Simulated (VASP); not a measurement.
# CoIr2 (Fd-3m) in VASP: notebook

The runs below take CoIr2 through single point, relaxation of cell and atoms, with PBE.

Program: VASP 6.6.1. These are calculated values, not measurements. Logs are shortened: lines on timing, memory, paths and dates and some standing lists are left out, and cuts for length are marked.

## Step 1: The cell of the first run

The structure is cubic, space group Fd-3m (No. 227). The conventional cell has a = 6.675 Å, b = 6.675 Å, c = 6.675 Å, α = 90.00°, β = 90.00°, γ = 90.00°. Within 3.6 Å of Co (site symmetry -43m) lie 12 Ir at 2.77 Å and 4 Co at 2.89 Å. Ir (site symmetry -3m) has 6 Ir at 2.36 Å and 6 Co at 2.77 Å within 3.1 Å.

## Step 2: Single point, PBE, collinear spin, ferromagnetic start

File INCAR:

```
PREC     = Accurate       # precision mode
ENCUT    = 520            # plane-wave cutoff, eV
EDIFF    = 1E-6           # SCF threshold, eV
ISMEAR   = 0              # smearing method
SIGMA    = 0.1            # smearing width, eV
LREAL    = F              # projectors in reciprocal space
LASPH    = T              # aspherical terms in the spheres
NELM     = 150            # most SCF steps
ALGO     = Normal         # electronic algorithm
ISIF     = 2              # what is computed and relaxed
LWAVE    = F              # write WAVECAR
LCHARG   = F              # write CHGCAR
ISPIN    = 2              # spin polarisation
MAGMOM   = 3 3 0 0 0 0    # initial moments
LORBIT   = 11             # projections on sites
LMAXMIX  = 4              # l up to which the mixer works
GGA      = PE             # functional
NBANDS   = 40             # bands
```

File KPOINTS:

```
Automatic mesh
0
Gamma
  6 6 6
```

File POSCAR:

```
CoIr2
1.0
    0.0000000000      3.3376391161      3.3376391161
    3.3376391161      0.0000000000      3.3376391161
    3.3376391161      3.3376391161      0.0000000000
Co Ir
2 4
Direct
    0.0000000000      0.0000000000      0.0000000000
    0.2500000000      0.2500000000      0.2500000000
    0.6250000000      0.6250000000      0.6250000000
    0.1250000000      0.6250000000      0.6250000000
    0.6250000000      0.6250000000      0.1250000000
    0.6250000000      0.1250000000      0.6250000000
```

Potentials or basis: VASP PAW PBE potentials, release 64 (Co, Ir).

On the command line:

```sh
> cat potpaw_PBE.64/Co/POTCAR potpaw_PBE.64/Ir/POTCAR > POTCAR
> mpirun -np 1 vasp_std > vasp.out
```

OUTCAR:

```text
PREC = Accurate
   ENCUT = 520
   EDIFF = 1E-6
   ISMEAR = 0
   LREAL = F
   LASPH = T
   NELM = 150
   ISIF = 2
   ISPIN = 2
   LORBIT = 11
   GGA = PE

 ion  position               nearest neighbor table
   1  0.000  0.000  0.000-   3 2.77   5 2.77   6 2.77   3 2.77   4 2.77   5 2.77   3 2.77   4 2.77
                             6 2.77   4 2.77   5 2.77   6 2.77   2 2.89   2 2.89   2 2.89   2 2.89
   2  0.250  0.250  0.250-   4 2.77   5 2.77   6 2.77   3 2.77   4 2.77   6 2.77   3 2.77   4 2.77
                             5 2.77   3 2.77   5 2.77   6 2.77   1 2.89   1 2.89   1 2.89   1 2.89
   3  0.625  0.625  0.625-   4 2.36   5 2.36   6 2.36   5 2.36   6 2.36   4 2.36   1 2.77   2 2.77
                             1 2.77   2 2.77   1 2.77   2 2.77
   4  0.125  0.625  0.625-   3 2.36   5 2.36   6 2.36   3 2.36   5 2.36   6 2.36   2 2.77   1 2.77
                             1 2.77   2 2.77   2 2.77   1 2.77
   5  0.625  0.625  0.125-   3 2.36   3 2.36   4 2.36   6 2.36   6 2.36   4 2.36   1 2.77   2 2.77
                             1 2.77   2 2.77   1 2.77   2 2.77
   6  0.625  0.125  0.625-   3 2.36   5 2.36   3 2.36   4 2.36   5 2.36   4 2.36   2 2.77   1 2.77
                             2 2.77   2 2.77   1 2.77   1 2.77

  LATTYP: Found a face centered cubic cell.
 ALAT       =     6.6752782322

  Lattice vectors:

 A1 = (   0.0000000000,   3.3376391161,   3.3376391161)
 A2 = (   3.3376391161,   0.0000000000,   3.3376391161)
 A3 = (   3.3376391161,   3.3376391161,   0.0000000000)

Analysis of symmetry for initial positions (statically):
=====================================================================
 Subroutine PRICEL returns:
 Original cell was already a primitive cell.

 Routine SETGRP: Setting up the symmetry group for a
 face centered cubic supercell.

 Subroutine GETGRP returns: Found 48 space group operations
 (whereof 24 operations were pure point group operations)
 out of a pool of 48 trial point group operations.

The static configuration has the point symmetry T_d .
 The point group associated with its full space group is O_h .

Analysis of symmetry for dynamics (positions and initial velocities):
=====================================================================
 Subroutine PRICEL returns:
 Original cell was already a primitive cell.

 Routine SETGRP: Setting up the symmetry group for a
 face centered cubic supercell.

 Subroutine GETGRP returns: Found 48 space group operations
 (whereof 24 operations were pure point group operations)
 out of a pool of 48 trial point group operations.

The dynamic configuration has the point symmetry T_d .
 The point group associated with its full space group is O_h .

Analysis of structural, dynamic, and magnetic symmetry:
=====================================================================
 Subroutine PRICEL returns:
 Original cell was already a primitive cell.

 Routine SETGRP: Setting up the symmetry group for a
 face centered cubic supercell.

 Subroutine GETGRP returns: Found 48 space group operations
 (whereof 24 operations were pure point group operations)
 out of a pool of 48 trial point group operations.

The overall configuration has the point symmetry T_d .
 The point group associated with its full space group is O_h .

 Subroutine INISYM returns: Found 48 space group operations
 (whereof 24 operations are pure point group operations),
 and found     1 'primitive' translations

----------------------------------------------------------------------------------------

                                     Primitive cell

  volume of cell :      74.3615

  direct lattice vectors                    reciprocal lattice vectors
     0.000000000  3.337639116  3.337639116    -0.149806490  0.149806490  0.149806490
     3.337639116  0.000000000  3.337639116     0.149806490 -0.149806490  0.149806490
     3.337639116  3.337639116  0.000000000     0.149806490  0.149806490 -0.149806490

  length of vectors
     4.720134504  4.720134504  4.720134504     0.259472452  0.259472452  0.259472452

  position of ions in fractional coordinates (direct lattice)
     0.000000000  0.000000000  0.000000000
     0.250000000  0.250000000  0.250000000
     0.625000000  0.625000000  0.625000000
     0.125000000  0.625000000  0.625000000
     0.625000000  0.625000000  0.125000000
     0.625000000  0.125000000  0.625000000
[... 54 lines left out ...]
   k-points           NKPTS =     16   k-points in BZ     NKDIM =     16   number of bands    NBANDS=     40
   number of dos      NEDOS =    301   number of ions     NIONS =      6
   total plane-waves  NPLWV =  46656
   dimension x,y,z NGX =    36 NGY =   36 NGZ =   36
   dimension x,y,z NGXF=    72 NGYF=   72 NGZF=   72
   ions per type =               2   4
   NGX,Y,Z   is equivalent  to a cutoff of  12.68, 12.68, 12.68 a.u.
   NGXF,Y,Z  is equivalent  to a cutoff of  25.36, 25.36, 25.36 a.u.
 SYSTEM =  unknown system
   PREC   = accura    normal or accurate (medium, high low for compatibility)
   ISTART =      0    job   : 0-new  1-cont  2-samecut
   ICHARG =      2    charge: 1-file 2-atom 10-const
   ISPIN  =      2    spin polarized calculation?
   LNONCOLLINEAR =      F non collinear calculations
   LSORBIT =      F    spin-orbit coupling
   LASPH  =      T    aspherical Exc in radial PAW
   ENCUT  =  520.0 eV  38.22 Ry    6.18 a.u.   8.78  8.78  8.78*2*pi/ulx,y,z
   NELM   =    150;   NELMIN=  2; NELMDL= -5     # of ELM steps
   EDIFF  = 0.1E-05   stopping-criterion for ELM
   LREAL  =      F    real-space projection
   EDIFFG = 0.1E-04   stopping-criterion for IOM
   NSW    =      0    number of steps for IOM
   IBRION =     -1    ionic relax: 0-MD 1-quasi-New 2-CG
   NFREE  =      0    steps in history (QN), initial steepest desc. (CG)
   ISIF   =      2    stress and relaxation
   ISYM   =      2    0-nonsym 1-usesym 2-fastsym
   POTIM  = 0.5000    time-step for ionic-motion
   TEBEG  =    0.0;   TEEND  =   0.0 temperature during run
   PSTRESS=    0.0 pullay stress
   NELECT =      54.0000    total number of electrons
   NUPDOWN=      -1.0000    fix difference up-down
   EMIN   =  10.00;   EMAX   =-10.00  energy-range for DOS
   EFERMI =   0.00;   METHOD = LEGACY
   ISMEAR =     0;   SIGMA  =   0.10  broadening in eV -4-tet -1-fermi 0-gaus
   EFERMI_NEDOS =   21; number of points for ismear=-14 and -15
   IALGO  =     38    algorithm
   IMIX   =      4    mixing-type and parameters
     AMIX     =   0.40;   BMIX     =  1.00
     AMIX_MAG =   1.60;   BMIX_MAG =  1.00
  volume/ion in A,a.u.               =      12.39        83.64
  Fermi-wavevector in a.u.,A,eV,Ry     =   1.471488  2.780709 29.460379  2.165277
  Thomas-Fermi vector in A             =   2.586618
   LORBIT       =     11    0 simple, 1 ext, 2 COOP (PROOUT), +10 PAW based schemes
   GGA     = PE    functional components
   LHFCALC =     F    Hartree Fock is set to
   AEXX    =    0.0000 exact exchange contribution
   IVDW    =     0    specifies the selected vdW correction
   LEPSILON=     F    determine dielectric tensor
   LRPA    =     F    only Hartree local field effects (RPA)
 spin polarized calculation
 Gauss-broadening in eV      SIGMA  =   0.10
  energy-cutoff  :      520.00
  volume of cell :       74.36
 maximum number of plane-waves:      2044
   NGX = 17   NGY = 17   NGZ = 17

 number of electron      53.9999994 magnetization       5.4291271

 Free energy of the ion-electron system (eV)
  ---------------------------------------------------
  ext. energy  EPLUGINS =         0.00000000
  ---------------------------------------------------
  free energy    TOTEN  =       -40.86512059 eV

  energy without entropy =      -40.81793425  energy(sigma->0) =      -40.84152742

 E-fermi :  11.3813     XC(G=0): -13.9864

 val. band max:       11.3719785262   @ k =   0.5000   0.3333   0.0000
 cond. band min:      11.3925267469   @ k =   0.5000   0.3333   0.1667
 fundamental gap:      0.0205482206
 Fermi energy:        11.3813352195

 spin component 1

 k-point     1 :       0.0000    0.0000    0.0000
  band No.  band energies     occupation
      1      -1.2670      1.00000
      2       1.3156      1.00000
      3       2.4243      1.00000
      4       2.4243      1.00000
      5       2.4243      1.00000
      6       4.3831      1.00000
[... 661 lines left out ...]
     38      20.3480      0.00000
     39      24.0008      0.00000
 Fermi energy:        11.3813352195

 spin component 2

 k-point     1 :       0.0000    0.0000    0.0000
  band No.  band energies     occupation
      1      -1.1161      1.00000
      2       1.4979      1.00000
      3       2.6004      1.00000
      4       2.6004      1.00000
      5       2.6004      1.00000
      6       4.5929      1.00000
[... 661 lines left out ...]
     38      20.6982      0.00000
     39      24.2474      0.00000
 [bands above 39 left out]

------------------------ aborting loop because EDIFF is reached ----------------------------------------

  FORCE on cell =-STRESS in cart. coord.  units (eV):
  Direction    XX          YY          ZZ          XY          YZ          ZX
  --------------------------------------------------------------------------------------
  -------------------------------------------------------------------------------------
  Total       42.6426798     42.6426798     42.6426798     -0.0000000      0.0000000      0.0000000
  in kB      918.7702973    918.7702973    918.7702973     -0.0000000      0.0000000      0.0000000
  external PRESSURE =     918.7702973 kB  Pullay stress =       0.0000000 kB

 VOLUME and BASIS-vectors are now :
 -----------------------------------------------------------------------------
  energy-cutoff  :      520.00
  volume of cell :       74.36
      direct lattice vectors                 reciprocal lattice vectors
     0.000000000  3.337639116  3.337639116    -0.149806490  0.149806490  0.149806490
     3.337639116  0.000000000  3.337639116     0.149806490 -0.149806490  0.149806490
     3.337639116  3.337639116  0.000000000     0.149806490  0.149806490 -0.149806490

 POSITION                                       TOTAL-FORCE (eV/Angst)
 -----------------------------------------------------------------------------------
      0.00000      0.00000      0.00000         0.000000      0.000000      0.000000
      1.66882      1.66882      1.66882        -0.000000     -0.000000     -0.000000
      4.17205      4.17205      4.17205        -0.000000      0.000000     -0.000000
      4.17205      2.50323      2.50323        -0.000000      0.000000     -0.000000
      2.50323      2.50323      4.17205        -0.000000      0.000000     -0.000000
      2.50323      4.17205      2.50323        -0.000000      0.000000     -0.000000
 -----------------------------------------------------------------------------------
    total drift:                                0.000000      0.000000      0.000000

  FREE ENERGIE OF THE ION-ELECTRON SYSTEM (eV)
  ---------------------------------------------------
  free  energy   TOTEN  =       -40.8651205889 eV

  energy  without entropy=      -40.8179342452  energy(sigma->0) =      -40.84152742

 total charge

# of ion       s       p       d       tot
------------------------------------------
    1        0.352   0.423   7.261   8.036
    2        0.352   0.423   7.261   8.036
    3        0.866   0.971   7.445   9.282
    4        0.866   0.971   7.445   9.282
    5        0.866   0.971   7.445   9.282
    6        0.866   0.971   7.445   9.282
--------------------------------------------------
tot          4.169   4.728  44.302  53.200

 magnetization (x)

# of ion       s       p       d       tot
------------------------------------------
    1       -0.001   0.002   1.900   1.901
    2       -0.001   0.002   1.900   1.901
    3        0.010  -0.023   0.417   0.405
    4        0.010  -0.023   0.417   0.405
    5        0.010  -0.023   0.417   0.405
    6        0.010  -0.023   0.417   0.405
--------------------------------------------------
tot          0.038  -0.086   5.469   5.422
```

It took 4.8 min on 1 thread of Intel Xeon 8259CL, shared host; peak memory 0.28 GiB.

Results:

```yaml
Free_energy: -40.8651 eV
Pressure: 91.9 GPa
Net_moment: 5.43 μB per cell
Site_moments: Co +1.90; Ir +0.41 μB
Valence_electrons_inside_the_program's_atomic_spheres: Co 8.04; Ir 9.28
```

Caveat: the cell stands under pressure; spin-orbit coupling is left out, which moves the levels of the heavy elements.

## Step 3: Relaxation of cell and atoms, PBE, collinear spin, ferromagnetic start

File INCAR:

```
PREC = Accurate
ENCUT = 600
EDIFF = 1E-6
ISMEAR = 0
SIGMA = 0.1
LREAL = F
LASPH = T
NELM = 150
ALGO = Normal
ISIF = 3
LWAVE = F
LCHARG = F
ISPIN = 2
MAGMOM = 2.13 2.13 0.41 0.41 0.41 0.41
LORBIT = 11
LMAXMIX = 4
GGA = PE
IBRION = 2
NSW = 90
EDIFFG = -0.04
```

File KPOINTS:

```
regular mesh
0
Gamma
  4 4 4
```

POSCAR is that of step 2.

Potentials or basis: VASP PAW PBE potentials, release 64 (Co, Ir).

On the command line:

```sh
> cat potpaw_PBE.64/Co/POTCAR potpaw_PBE.64/Ir/POTCAR > POTCAR
> mpirun -np 1 vasp_std > vasp.out
```

It took 18 min on 1 thread of Intel Xeon 8259CL, shared host; peak memory 0.31 GiB.

Results (log left out):

```
Free energy                                           : -45.3505 eV
Relaxed volume                                        : 15.63 Å³/atom
Relaxed cell                                          : a = 5.099 Å, b = 5.099 Å, c = 5.099 Å, α = 60.00°, β = 60.00°, γ = 60.00°
Space group after relaxing (to 0.1 Å)                 : Fd-3m (No. 227)
Pressure after relaxing                               : 0.0 GPa
Net moment                                            : -6.27 μB per cell
Site moments                                          : Co -2.17; Ir -0.50 μB
Valence electrons inside the program's atomic spheres : Co 7.68; Ir 8.43
```

Final structure:
```yaml
crystal:
  lattice:
    - [0.00000, 3.60579, 3.60579]
    - [3.60579, 0.00000, 3.60579]
    - [3.60579, 3.60579, 0.00000]
  atoms:
    - { symbol: Co, position: [0.00000, 0.00000, 0.00000] }
    - { symbol: Co, position: [0.25000, 0.25000, 0.25000] }
    - { symbol: Ir, position: [0.62500, 0.62500, 0.62500] }
    - { symbol: Ir, position: [0.12500, 0.62500, 0.62500] }
    - { symbol: Ir, position: [0.62500, 0.62500, 0.12500] }
    - { symbol: Ir, position: [0.62500, 0.12500, 0.62500] }
```

Levels at points of the mesh, in eV from the Fermi level:
Spin up:
| k point | band 20 | band 21 | band 22 | band 23 | band 24 | band 25 | band 26 | band 27 | band 28 | band 29 |
| --- | --- | --- | --- | --- | --- | --- | --- | --- | --- | --- |
| (0.00, 0.00, 0.00) | -0.71 | -0.20 | -0.20 | -0.20 | 0.38 | 0.38 | 0.38 | 0.91 | 0.91 | 1.17 |
| (0.50, 0.00, 0.00) | -0.69 | -0.41 | -0.41 | -0.34 | -0.32 | -0.08 | -0.02 | -0.02 | 0.44 | 0.44 |
| (0.50, 0.50, 0.00) | -0.69 | -0.60 | -0.60 | -0.58 | -0.58 | 0.13 | 0.13 | 0.24 | 0.24 | 0.24 |
Spin down:
```
           k point  band 27  band 28  band 29  band 30  band 31  band 32  band 33  band 34
(0.00, 0.00, 0.00)    -0.10    -0.10     1.06     2.04     2.04     2.04     2.65     2.65
(0.50, 0.00, 0.00)    -0.76    -0.50    -0.50    -0.35    -0.35     1.87     2.65     2.78
(0.50, 0.50, 0.00)    -1.61    -1.61    -0.60    -0.60    -0.25    -0.25     2.00     2.00
```

Caveat: the k points lie up to 0.38 Å⁻¹ apart in the final cell; the volume moved by over 15 % at a fixed basis, so the end points are rough; spin-orbit coupling is left out, which moves the levels of the heavy elements.
